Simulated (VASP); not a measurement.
# SnSe in VASP: notebook, part 2 of 2

VASP 6.6.1. The steps go on from the part before.

## Step 3: Single point, LDA (strain +0.0375 x Voigt [0, 0, 0, 1, 0, 0])

Contents of INCAR:

```
PREC     = Accurate       # precision mode
ENCUT    = 500            # plane-wave cutoff, eV
EDIFF    = 1E-6           # SCF threshold, eV
ISMEAR   = 0              # smearing method
SIGMA    = 0.05           # smearing width, eV
LREAL    = False          # projectors in reciprocal space
LASPH    = True           # aspherical terms in the spheres
NELM     = 120            # most SCF steps
ALGO     = Normal         # electronic algorithm
ISIF     = 2              # what is computed and relaxed
LWAVE    = False          # write WAVECAR
LCHARG   = False          # write CHGCAR
GGA      = CA             # functional
NBANDS   = 28             # bands
GGA_COMPAT= False
```

Contents of KPOINTS:

```
regular mesh
0
Gamma
  6 6 4
```

Contents of POSCAR:

```
SnSe
1.0
    4.1898989379      0.0000000000      0.0000000000
    0.0000000000      4.1898989379      0.0785606051
    0.0000000000      0.2058679302     10.9796229414
Sn Se
2 2
Direct
    0.5000000000      0.0000000000      0.3781633338
    0.0000000000      0.5000000000      0.6218366662
    0.5000000000      0.0000000000      0.6217782129
    0.0000000000      0.5000000000      0.3782217871
```

Potentials or basis: VASP PAW LDA potentials, release 64 (Sn_d, Se).

The run is started by

```bash
$ cat potpaw_LDA.64/Sn_d/POTCAR potpaw_LDA.64/Se/POTCAR > POTCAR
$ mpirun -np 1 vasp_std > vasp.out
```

OUTCAR:

```text
PREC = Accurate
   ENCUT = 500
   EDIFF = 1E-6
   ISMEAR = 0
   LREAL = False
   LASPH = True
   NELM = 120
   ISIF = 2
   GGA = CA

 ion  position               nearest neighbor table
   1  0.500  0.000  0.378-   3 2.68   4 2.96   4 2.96   4 2.96   4 2.96
   2  0.000  0.500  0.622-   4 2.68   3 2.96   3 2.96   3 2.96   3 2.96
   3  0.500  0.000  0.622-   1 2.68   2 2.96   2 2.96   2 2.96   2 2.96
   4  0.000  0.500  0.378-   2 2.68   1 2.96   1 2.96   1 2.96   1 2.96

  LATTYP: Found a simple monoclinic cell.
 ALAT       =     4.1906353789
 B/A-ratio  =     0.9998242651
 C/A-ratio  =     2.6204982755
 COS(beta)  =    -0.0374868210

  Lattice vectors:

 A1 = (   0.0000000000,   4.1898989379,   0.0785606051)
 A2 = (   4.1898989379,   0.0000000000,   0.0000000000)
 A3 = (   0.0000000000,  -0.2058679302, -10.9796229414)

Analysis of symmetry for initial positions (statically):
=====================================================================
 Subroutine PRICEL returns:
 Original cell was already a primitive cell.

 Routine SETGRP: Setting up the symmetry group for a
 simple monoclinic supercell.

 Subroutine GETGRP returns: Found  4 space group operations
 (whereof  2 operations were pure point group operations)
 out of a pool of  4 trial point group operations.

The static configuration has the point symmetry C_1h.
 The point group associated with its full space group is C_2h.

Analysis of symmetry for dynamics (positions and initial velocities):
=====================================================================
 Subroutine PRICEL returns:
 Original cell was already a primitive cell.

 Routine SETGRP: Setting up the symmetry group for a
 simple monoclinic supercell.

 Subroutine GETGRP returns: Found  4 space group operations
 (whereof  2 operations were pure point group operations)
 out of a pool of  4 trial point group operations.
[... 117 lines left out ...]
   NELECT =      40.0000    total number of electrons
   NUPDOWN=      -1.0000    fix difference up-down
   EMIN   =  10.00;   EMAX   =-10.00  energy-range for DOS
   EFERMI =   0.00;   METHOD = LEGACY
   ISMEAR =     0;   SIGMA  =   0.05  broadening in eV -4-tet -1-fermi 0-gaus
   EFERMI_NEDOS =   21; number of points for ismear=-14 and -15
   IALGO  =     38    algorithm
   IMIX   =      4    mixing-type and parameters
     AMIX     =   0.40;   BMIX     =  1.00
     AMIX_MAG =   1.60;   BMIX_MAG =  1.00
  volume/ion in A,a.u.               =      48.17       325.07
  Fermi-wavevector in a.u.,A,eV,Ry     =   0.969351  1.831807 12.784587  0.939641
  Thomas-Fermi vector in A             =   2.099396
   LORBIT       =      0    0 simple, 1 ext, 2 COOP (PROOUT), +10 PAW based schemes
   GGA     = CA    functional components
   LHFCALC =     F    Hartree Fock is set to
   AEXX    =    0.0000 exact exchange contribution
   IVDW    =     0    specifies the selected vdW correction
   LEPSILON=     F    determine dielectric tensor
   LRPA    =     F    only Hartree local field effects (RPA)
 non-spin polarized calculation
 Gauss-broadening in eV      SIGMA  =   0.05
  energy-cutoff  :      500.00
  volume of cell :      192.68
 maximum number of plane-waves:      4916
 NGX is ok and might be reduce to    32
   NGX = 15   NGY = 15   NGZ = 41

 number of electron      39.9999993 magnetization

 Free energy of the ion-electron system (eV)
  ---------------------------------------------------
  ext. energy  EPLUGINS =         0.00000000
  ---------------------------------------------------
  free energy    TOTEN  =       -18.48665048 eV

  energy without entropy =      -18.48665048  energy(sigma->0) =      -18.48665048

 E-fermi :   1.1327     XC(G=0):  -6.3507

 val. band max:        0.8285144861   @ k =   0.0000   0.3333   0.5000
 cond. band min:       2.2634633451   @ k =   0.3333   0.1667   0.5000
 fundamental gap:      1.4349488590
 Fermi energy:         1.1327426679

 k-point     1 :       0.0000    0.0000    0.0000
  band No.  band energies     occupation
      1     -20.2609      2.00000
      2     -20.2365      2.00000
      3     -20.2330      2.00000
      4     -20.2276      2.00000
      5     -20.2217      2.00000
      6     -20.2205      2.00000
[... 733 lines left out ...]
     27       6.7240      0.00000
     28       6.7240      0.00000

 [... further k-points ...]
[... 5 lines left out ...]
  --------------------------------------------------------------------------------------
  -------------------------------------------------------------------------------------
  Total        0.0766253      0.0577883      0.1164722      0.0000000     -0.3358091      0.0000000
  in kB        0.6371487      0.4805168      0.9684810      0.0000000     -2.7922949      0.0000000
  external PRESSURE =       0.6953822 kB  Pullay stress =       0.0000000 kB

 VOLUME and BASIS-vectors are now :
 -----------------------------------------------------------------------------
  energy-cutoff  :      500.00
  volume of cell :      192.68
      direct lattice vectors                 reciprocal lattice vectors
     4.189898938  0.000000000  0.000000000     0.238669241  0.000000000  0.000000000
     0.000000000  4.189898938  0.078560605     0.000000000  0.238753178 -0.004476622
     0.000000000  0.205867930 10.979622941     0.000000000 -0.001708309  0.091109840

 POSITION                                       TOTAL-FORCE (eV/Angst)
 -----------------------------------------------------------------------------------
      2.09495      0.07785      4.15209         0.000000      0.017105     -0.029955
      0.00000      2.22297      6.86681         0.000000     -0.017105      0.029955
      2.09495      0.12800      6.82689         0.000000     -0.108997      0.025269
      0.00000      2.17281      4.19201         0.000000      0.108997     -0.025269
 -----------------------------------------------------------------------------------
    total drift:                                0.000000      0.000000      0.000000

  FREE ENERGIE OF THE ION-ELECTRON SYSTEM (eV)
  ---------------------------------------------------
  free  energy   TOTEN  =       -18.4866504790 eV

  energy  without entropy=      -18.4866504790  energy(sigma->0) =      -18.48665048
```

stdout:

```text
POSCAR found type information on POSCAR SnSe
 POSCAR found :  2 types and       4 ions
 scaLAPACK will be used
 LDA part: xc-table for (Slater(with rela. corr.)+CA(PZ))
 , standard interpolation
 POSCAR, INCAR and KPOINTS ok, starting setup
 FFT: planning ... GRIDC
 FFT: planning ... GRID_SOFT
 FFT: planning ... GRID
 WAVECAR not read
 entering main loop
```

It took 2 min on 1 thread of AMD EPYC 9R45 (Zen 5), shared host; peak memory 0.36 GiB.

Results:

```yaml
Free_energy: -18.4867 eV
Largest_force: 0.112 eV/Å
Band_gap_on_the_k_mesh: 1.44 eV (least direct gap 1.49 eV)
```

Forces in eV/Å, atoms in the order of the input:
```
Sn   0.000  0.017 -0.030
Sn   0.000 -0.017  0.030
Se   0.000 -0.109  0.025
Se   0.000  0.109 -0.025
```

Caveat: the cell differs from its parent crystal (strain +0.0375 x Voigt [0, 0, 0, 1, 0, 0]); there is no dipole correction, which matters where the two faces differ; spin-orbit coupling is left out, which moves the levels of the heavy elements.
